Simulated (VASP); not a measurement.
Set up this calculation in VASP 6.6.1, as the native input.

```yaml
Task: single point
Functional: PBE
Potentials_or_basis: VASP PAW PBE potentials, release 64 (Na_pv, I)
Cutoff: 500 eV
k_mesh: 3 × 3 × 3
Occupations: gaussian, width 0.1 eV
Spin: no spin polarisation
Dipole_correction: no
Further_INCAR_settings: ALGO = Normal; EDIFF = 1e-06; NBANDS = 46
```

The structure of Na3I2 lies in POSCAR:

```
Na3I2
1.0
    4.0548083001      2.3410446636      7.5131217619
   -4.0548083001      2.3410446636      7.5131217619
    0.0000000000     -4.6820893272      7.5131217618
Na I
6 4
Direct
    0.0588885022      0.4411114978      0.7500000000
    0.7500000000      0.0588885022      0.4411114978
    0.4411114978      0.7500000000      0.0588885022
    0.9411114978      0.5588885022      0.2500000000
    0.2500000000      0.9411114978      0.5588885022
    0.5588885022      0.2500000000      0.9411114978
    0.8479149153      0.8479149153      0.8479149153
    0.6520850847      0.6520850847      0.6520850847
    0.1520850847      0.1520850847      0.1520850847
    0.3479149153      0.3479149153      0.3479149153
```

The input as run:

INCAR

```
SYSTEM = Na3I2
PREC = Accurate ; ENCUT = 500
EDIFF = 1E-6 ; ISMEAR = 0
SIGMA = 0.1 ; LREAL = .False.
LASPH = .True. ; NELM = 120
ALGO = Normal ; ISIF = 2
LWAVE = .False. ; LCHARG = .False.
GGA = PE ; NBANDS = 46
GGA_COMPAT = .False.
```

KPOINTS

```
regular mesh
0
Gamma
  3 3 3
  0 0 0
```

Potentials or basis: VASP PAW PBE potentials, release 64 (Na_pv, I).

The run is started by

```bash
$ cat potpaw_PBE.64/Na_pv/POTCAR potpaw_PBE.64/I/POTCAR > POTCAR
$ mpirun -np 1 vasp_std > vasp.out
```

It gave:

| Item | Value |
| --- | --- |
| Pressure | 0.1 GPa |
| Largest force | 0.006 eV/Å |
| Band gap on the k mesh | 0.14 eV (least direct gap 0.33 eV) |

Caveat: spin-orbit coupling is left out, which moves the levels of the heavy elements.

Run time: 5.2 min on 1 thread of Oxide Virtual Turin-like Processor, on a shared host, peak memory 0.65 GiB.
